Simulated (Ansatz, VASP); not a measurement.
## Two plane-wave programs on P

Contents of INCAR:

```
ALGO = Normal
EDIFF = 1E-6
ENCUT = 500
GGA = PS
GGA_COMPAT = False
ISIF = 2
ISMEAR = -1
LASPH = True
LCHARG = False
LREAL = False
LWAVE = False
NBANDS = 8
NELM = 120
PREC = Accurate
SIGMA = 0.05
```

The input KPOINTS:

```
k-points
0
Gamma
  17 17 17
```

POSCAR

```
P
1.0
   -1.3248792220      1.3248792220      1.3248792220
    1.3248792220     -1.3248792220      1.3248792220
    1.3248792220      1.3248792220     -1.3248792220
P
1
Direct
    0.0000000000      0.0000000000      0.0000000000
```

Input for Ansatz:

```yaml
crystal:
  lattice:
    - [-1.324879222, 1.324879222, 1.324879222]
    - [1.324879222, -1.324879222, 1.324879222]
    - [1.324879222, 1.324879222, -1.324879222]
  atoms:
    - { symbol: P, position: [0.0, 0.0, 0.0] }
kpoints:
  mp_grid: { grid: [17, 17, 17] }
scf:
  occupations: { method: fermi_dirac, width: 0.05 }
hamiltonian:
  xc: pbesol
  pseudopotentials: { kind: paw }
output:
  forces: true
  stress: true
  eigenvalues: true
  populations: true
```

Change from the starting cell: volume scaled by 0.68, PAW files.

Alike in both runs: task single point; functional PBEsol; k mesh 17 × 17 × 17; occupations fermi-dirac, width 0.05 eV; no spin polarisation.

|  | VASP | Ansatz |
| --- | --- | --- |
| version | VASP 6.6.1 | Ansatz 0.2.0 |
| potentials or method | VASP PAW PBE potentials, release 64 (P) | PAW with Ansatz's default frozen-core files, scalar-relativistic |
| plane-wave cutoff (eV) | 500 | 420 |
| valence electrons in the cell | 5 | 5 |

|  | VASP | Ansatz | Ansatz less VASP |
| --- | --- | --- | --- |
| pressure (GPa) | 91.2 | 91.2 | -0.01 |

VASP's potentials were made for PBE, not for PBEsol. Both programs put the cell under a high pressure, so it lies far from rest at this level.

Noted on VASP's run: the cell as given lies far from equilibrium.
